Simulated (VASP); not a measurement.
A run of VASP 6.6.1 is set up as follows.

INCAR

```
PREC = Accurate
ENCUT = 520
EDIFF = 1E-7
ISMEAR = 0
SIGMA = 0.05
LREAL = False
LASPH = True
NELM = 100
ALGO = Normal
ISIF = 2
LWAVE = False
LCHARG = False
NBANDS = 18
```

Contents of KPOINTS:

```
regular mesh
0
Gamma
  12 12 6
```

File POSCAR:

```
NiO2
1.0
    2.8038519370      0.0000000000      0.0000000000
   -1.4019259685      2.4282070059      0.0000000000
    0.0000000000      0.0000000000      4.0838103463
Ni O
1 2
Direct
    0.0000000000      0.0000000000      0.5000000000
    0.6666666667      0.3333333333      0.7305104846
    0.3333333333      0.6666666667      0.2694895154
```

Potentials or basis: VASP PAW LDA potentials, release 64 (Ni, O).

Run with:

```bash
$ cat potpaw_LDA.64/Ni/POTCAR potpaw_LDA.64/O/POTCAR > POTCAR
$ mpirun -np 1 vasp_std > vasp.out
```

(1) Estimate the largest force.

(2) What does it give for the band gap on the k mesh?

(3) Predict the pressure.

## Answers

(1) 0.699 eV/Å.

(2) 0.59 eV, indirect (least direct gap 0.81 eV).

(3) -9.2 GPa.
